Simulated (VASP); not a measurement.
# Zr in VASP: single point with PBEsol

Aim: the single point of Zr with PBEsol.

All numbers are computed with VASP 6.6.1; they aren't measurements. Logs are shortened: lines on timing, memory, paths and dates and some standing lists are left out, and cuts for length are marked.

## (1) The cell of the first run

The cell holds a sublattice, 1 atom: a = 3.126 Å, b = 3.126 Å, c = 3.126 Å, α = 90.00°, β = 90.00°, γ = 90.00°.

## (2) Single point, PBEsol

File INCAR:

```
SYSTEM = Zr
ALGO = Normal
EDIFF = 1E-6
ENCUT = 520
GGA = PS
ISIF = 2
ISMEAR = 0
LASPH = .TRUE.
LCHARG = .FALSE.
LREAL = .FALSE.
LWAVE = .FALSE.
NBANDS = 12
NELM = 60
PREC = Accurate
SIGMA = 0.1
```

File KPOINTS:

```
k-points
0
G
  12 12 12
  0 0 0
```

File POSCAR:

```
Zr
1.0
    3.1260380000      0.0000000000      0.0000000000
    0.0000000000      3.1260380000      0.0000000000
    0.0000000000      0.0000000000      3.1260380000
Zr
1
Direct
    0.0000000000      0.0000000000      0.0000000000
```

Potentials or basis: VASP PAW PBE potentials, release 64 (Zr_sv).

Run with:

```
$ cat potpaw_PBE.64/Zr_sv/POTCAR > POTCAR
$ mpirun -np 1 vasp_std > vasp.out
```

OUTCAR:

```text
SYSTEM = Zr
   EDIFF = 1E-6
   ENCUT = 520
   GGA = PS
   ISIF = 2
   ISMEAR = 0
   LASPH = .TRUE.
   LREAL = .FALSE.
   NELM = 60
   PREC = Accurate

 ion  position               nearest neighbor table
   1  0.000  0.000  0.000-

  LATTYP: Found a simple cubic cell.
 ALAT       =     3.1260380000

  Lattice vectors:

 A1 = (   3.1260380000,   0.0000000000,   0.0000000000)
 A2 = (   0.0000000000,   3.1260380000,   0.0000000000)
 A3 = (   0.0000000000,   0.0000000000,   3.1260380000)

Analysis of symmetry for initial positions (statically):
=====================================================================
 Subroutine PRICEL returns:
 Original cell was already a primitive cell.

 Routine SETGRP: Setting up the symmetry group for a
 simple cubic supercell.

 Subroutine GETGRP returns: Found 48 space group operations
 (whereof 48 operations were pure point group operations)
 out of a pool of 48 trial point group operations.

The static configuration has the point symmetry O_h .

Analysis of symmetry for dynamics (positions and initial velocities):
=====================================================================
 Subroutine PRICEL returns:
 Original cell was already a primitive cell.

 Routine SETGRP: Setting up the symmetry group for a
 simple cubic supercell.

 Subroutine GETGRP returns: Found 48 space group operations
 (whereof 48 operations were pure point group operations)
 out of a pool of 48 trial point group operations.

The dynamic configuration has the point symmetry O_h .

 Subroutine INISYM returns: Found 48 space group operations
 (whereof 48 operations are pure point group operations),
 and found     1 'primitive' translations

----------------------------------------------------------------------------------------

                                     Primitive cell

  volume of cell :      30.5480

  direct lattice vectors                    reciprocal lattice vectors
     3.126038000  0.000000000  0.000000000     0.319893744  0.000000000  0.000000000
     0.000000000  3.126038000  0.000000000     0.000000000  0.319893744  0.000000000
     0.000000000  0.000000000  3.126038000     0.000000000  0.000000000  0.319893744

  length of vectors
     3.126038000  3.126038000  3.126038000     0.319893744  0.319893744  0.319893744

  position of ions in fractional coordinates (direct lattice)
     0.000000000  0.000000000  0.000000000

[... 76 lines left out ...]
   LREAL  =      F    real-space projection
   EDIFFG = 0.1E-04   stopping-criterion for IOM
   NSW    =      0    number of steps for IOM
   IBRION =     -1    ionic relax: 0-MD 1-quasi-New 2-CG
   NFREE  =      0    steps in history (QN), initial steepest desc. (CG)
   ISIF   =      2    stress and relaxation
   ISYM   =      2    0-nonsym 1-usesym 2-fastsym
   POTIM  = 0.5000    time-step for ionic-motion
   TEBEG  =    0.0;   TEEND  =   0.0 temperature during run
   PSTRESS=    0.0 pullay stress
   NELECT =      12.0000    total number of electrons
   NUPDOWN=      -1.0000    fix difference up-down
   EMIN   =  10.00;   EMAX   =-10.00  energy-range for DOS
   EFERMI =   0.00;   METHOD = LEGACY
   ISMEAR =     0;   SIGMA  =   0.10  broadening in eV -4-tet -1-fermi 0-gaus
   EFERMI_NEDOS =   21; number of points for ismear=-14 and -15
   IALGO  =     38    algorithm
   IMIX   =      4    mixing-type and parameters
     AMIX     =   0.40;   BMIX     =  1.00
     AMIX_MAG =   1.60;   BMIX_MAG =  1.00
  volume/ion in A,a.u.               =      30.55       206.15
  Fermi-wavevector in a.u.,A,eV,Ry     =   1.198968  2.265721 19.558711  1.437525
  Thomas-Fermi vector in A             =   2.334843
   LORBIT       =      0    0 simple, 1 ext, 2 COOP (PROOUT), +10 PAW based schemes
   GGA     = PS    functional components
   LHFCALC =     F    Hartree Fock is set to
   AEXX    =    0.0000 exact exchange contribution
   IVDW    =     0    specifies the selected vdW correction
   LEPSILON=     F    determine dielectric tensor
   LRPA    =     F    only Hartree local field effects (RPA)
 non-spin polarized calculation
 Gauss-broadening in eV      SIGMA  =   0.10
  energy-cutoff  :      520.00
  volume of cell :       30.55
 maximum number of plane-waves:       840
 NGX is ok and might be reduce to    24
   NGX = 11   NGY = 11   NGZ = 11

 number of electron      12.0000001 magnetization

 Free energy of the ion-electron system (eV)
  ---------------------------------------------------
  ext. energy  EPLUGINS =         0.00000000
  ---------------------------------------------------
  free energy    TOTEN  =        -7.88130785 eV

  energy without entropy =       -7.86621094  energy(sigma->0) =       -7.87375940

 E-fermi :   5.8687     XC(G=0):  -9.9221

 val. band max:        5.8374353122   @ k =   0.3333   0.3333   0.1667
 cond. band min:       5.8826731236   @ k =   0.4167   0.0833   0.0000
 fundamental gap:      0.0452378114
 Fermi energy:         5.8686960703

 k-point     1 :       0.0000    0.0000    0.0000
  band No.  band energies     occupation
      1     -43.0485      2.00000
      2     -20.7453      2.00000
      3     -20.7453      2.00000
      4     -20.7453      2.00000
      5       1.1951      2.00000
      6       4.6350      2.00000
      7       4.6350      2.00000
      8      10.2121      0.00000
      9      10.2121      0.00000
     10      10.2121      0.00000
     11      16.9679      0.00000
     12      16.9679      0.00000
[... 331 lines left out ...]
 k-point    24 :       0.4167    0.3333    0.0000
  band No.  band energies     occupation
      1     -42.9447      2.00000
      2     -21.2788      2.00000
      3     -21.1553      2.00000
      4     -20.6529      2.00000
      5       4.1507      2.00000
      6       5.1429      2.00000
      7       7.8031      0.00000
      8       8.4283      0.00000
      9       8.8233      0.00000
     10       8.8346      0.00000
     11      12.8499      0.00000
     12      16.3600      0.00000

 [... further k-points ...]
[... 5 lines left out ...]
  --------------------------------------------------------------------------------------
  -------------------------------------------------------------------------------------
  Total       -2.2821475     -2.2821475     -2.2821475     -0.0000000     -0.0000000     -0.0000000
  in kB     -119.6937653   -119.6937653   -119.6937653     -0.0000000     -0.0000000     -0.0000000
  external PRESSURE =    -119.6937653 kB  Pullay stress =       0.0000000 kB

 VOLUME and BASIS-vectors are now :
 -----------------------------------------------------------------------------
  energy-cutoff  :      520.00
  volume of cell :       30.55
      direct lattice vectors                 reciprocal lattice vectors
     3.126038000  0.000000000  0.000000000     0.319893744  0.000000000  0.000000000
     0.000000000  3.126038000  0.000000000     0.000000000  0.319893744  0.000000000
     0.000000000  0.000000000  3.126038000     0.000000000  0.000000000  0.319893744

 POSITION                                       TOTAL-FORCE (eV/Angst)
 -----------------------------------------------------------------------------------
      0.00000      0.00000      0.00000         0.000000      0.000000      0.000000
 -----------------------------------------------------------------------------------
    total drift:                                0.000000      0.000000      0.000000

  FREE ENERGIE OF THE ION-ELECTRON SYSTEM (eV)
  ---------------------------------------------------
  free  energy   TOTEN  =        -7.8813078546 eV

  energy  without entropy=       -7.8662109405  energy(sigma->0) =       -7.87375940
```

stdout:

```text
POSCAR found type information on POSCAR Zr
 POSCAR found :  1 types and       1 ions
 scaLAPACK will be used
 -----------------------------------------------------------------------------
|                                                                             |
|                                                                             |
|     You enforced a specific xc type in the INCAR file but a different       |
|     I HOPE YOU KNOW WHAT YOU ARE DOING!                                     |
|                                                                             |
 -----------------------------------------------------------------------------

 LDA part: xc-table for (Slater+PW92), standard interpolation
 POSCAR, INCAR and KPOINTS ok, starting setup
 FFT: planning ... GRIDC
 FFT: planning ... GRID_SOFT
 FFT: planning ... GRID
 WAVECAR not read
 entering main loop
```

Run time: 5.9 s. Hardware: 1 thread of Intel Xeon 6975P-C (Granite Rapids), shared host; peak memory 0.15 GiB.

Results:

```
Free energy            : -7.8813 eV
Pressure               : -12.0 GPa
Band gap on the k mesh : zero (band 6 reaches 6.48 eV, above the bottom of band 7 at 4.63 eV)
```

Caveat: the PAW data sets were made with another functional, which shifts forces and pressure a little.
